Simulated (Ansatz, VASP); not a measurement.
# Two plane-wave programs on K

INCAR

```
SYSTEM = K
PREC = Accurate
ENCUT = 600
EDIFF = 1E-7
ISMEAR = -1
SIGMA = 0.05
LREAL = .False.
LASPH = .True.
NELM = 80
ALGO = Normal
ISIF = 3
LWAVE = .False.
LCHARG = .False.
GGA = PS
IBRION = 2
NSW = 60
EDIFFG = -0.01
```

The input KPOINTS:

```
Automatic mesh
0
Gamma
  6 6 6
  0 0 0
```

The input POSCAR:

```
K
1.0
    4.3104394900      0.0000000000      0.0000000000
    0.0000000000      4.3104394900      0.0000000000
    0.0000000000      0.0000000000      4.3104394900
K
1
Direct
    0.0000000000      0.0000000000      0.0000000000
```

input.yaml

```yaml
crystal:
  lattice:
    - [4.31043949, 0.0, 0.0]
    - [0.0, 4.31043949, 0.0]
    - [0.0, 0.0, 4.31043949]
  atoms:
    - { symbol: K, position: [0.0, 0.0, 0.0] }
hamiltonian:
  xc: pbesol
  pseudopotentials: { kind: paw }
kpoints:
  mp_grid: { grid: [6, 6, 6] }
scf:
  occupations: { method: fermi_dirac, width: 0.05 }
output:
  forces: true
  stress: true
  eigenvalues: true
relax:
  f_tol: 0.01
  max_steps: 40
  cell: { stress_tol: 0.05 }
```

Alike in both runs: task relaxation of cell and atoms; functional PBEsol; k mesh 6 × 6 × 6; occupations fermi-dirac, width 0.05 eV; no spin polarisation.

|  | VASP | Ansatz |
| --- | --- | --- |
| version | VASP 6.6.1 | Ansatz 0.2.0 |
| potentials or method | VASP PAW PBE potentials, release 64 (K_sv) | Ansatz PAW |
| plane-wave cutoff (eV) | 600 | 420 |
| valence electrons in the cell | 9 | 9 |

Ansatz gave:

- gap on the k mesh at the Fermi level, each at its own relaxed structure (eV): none
- relaxed volume (Å³/atom): 75.54
- relaxed length of the cell vector where the two differ most in proportion (Å): 4.227

Problem. Estimate VASP's values.

Solution. gap on the k mesh at the Fermi level, each at its own relaxed structure (eV): none; relaxed volume (Å³/atom): 75.81; relaxed length of the cell vector where the two differ most in proportion (Å): 4.232.

VASP's potentials were made for PBE, not for PBEsol. A gap of «none» marks a metal or a gap that the smearing closes.

Noted on Ansatz's run: the plane-wave basis is chosen anew once the cell has moved, so the energies of steps on either side of that aren't comparable.
